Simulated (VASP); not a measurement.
GaP: single point with PBEsol

The system is GaP.

```
Ga P
1.0
     0.00000    2.71944    2.71944
     2.71944    0.00000    2.71944
     2.71944    2.71944    0.00000
Ga P
1 1
Direct
  0.00000 0.00000 0.00000
  0.25000 0.25000 0.25000
```

```
Program                : VASP 6.6.1
Task                   : single point
Functional             : PBEsol
Potentials or basis    : VASP PAW PBE potentials, release 64 (Ga_d, P)
Cutoff                 : 500 eV
k mesh                 : 8 × 8 × 8
Occupations            : gaussian, width 0.02 eV
Spin                   : no spin polarisation
Dipole correction      : no
Further INCAR settings : ALGO = Normal; EDIFF = 1e-06; NBANDS = 16
```

```json
{
  "Pressure": "-0.1 GPa",
  "Band gap on the k mesh": "1.50 eV (least direct gap 1.80 eV)"
}
```

Levels at points of the mesh, in eV from the valence-band top:
```csv
k point,band 6,band 7,band 8,band 9,band 10,band 11,band 12,band 13
"(0.00, 0.00, 0.00)",-12.57,0.00,0.00,0.00,1.80,3.83,3.83,3.83
"(0.50, 0.00, 0.00)",-10.46,-6.73,-1.14,-1.14,1.60,4.65,4.65,8.10
"(0.50, 0.50, 0.00)",-9.54,-6.84,-2.74,-2.74,1.50,1.71,10.60,10.60
```

Run time: 13 s on 1 thread of Intel(R) Xeon(R) Platinum 8375C CPU @ 2.90GHz (Ice Lake), with other jobs on the host, peak memory 0.16 GiB.

Caveat: the PAW data sets were made with another functional, which shifts forces and pressure a little. A k mesh can miss the band edges.
